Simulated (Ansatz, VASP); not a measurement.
**BePd in VASP and in Ansatz**

```
Be Pd
1.0
     2.84113    0.00000    0.00000
     0.00000    2.84113    0.00000
     0.00000    0.00000    2.81300
Be Pd
1 1
Direct
  0.00000 0.00000 0.00000
  0.50000 0.50000 0.50000
```

Change from the starting cell: equal xx and yy strain of +1 %, PAW files.

Alike in both runs: task electric field gradients; functional LDA; k mesh 12 × 12 × 12; occupations fermi-dirac, width 0.08 eV; no spin polarisation.

|  | VASP | Ansatz |
| --- | --- | --- |
| version | VASP 6.6.1 | Ansatz 0.2.0 |
| potentials or method | VASP PAW LDA potentials, release 64 (Be, Pd) | PAW with Ansatz's default frozen-core files, scalar-relativistic |
| plane-wave cutoff (eV) | 520 | 420 |
| valence electrons in the cell | 12 | 20 |

VASP gave:

| Property | Result |
| --- | --- |
| pressure (GPa) | -10.6 |
| traceless stress, the component that is largest in VASP (GPa) | 0.28 |
| size of Vzz on the site where it differs most (V/Å²) | 4.5 |

Which values does Ansatz return?

Pressure (GPa): -11.1; traceless stress, the component that is largest in VASP (GPa): 0.27; size of Vzz on the site where it differs most (V/Å²): 3.2.

LDA's correlation is that of Perdew and Zunger in VASP and of Perdew and Wang (1992) in Ansatz. VASP's potentials hold 12 valence electrons a cell and Ansatz's 20, so a difference there can come from the potentials and not from the codes.
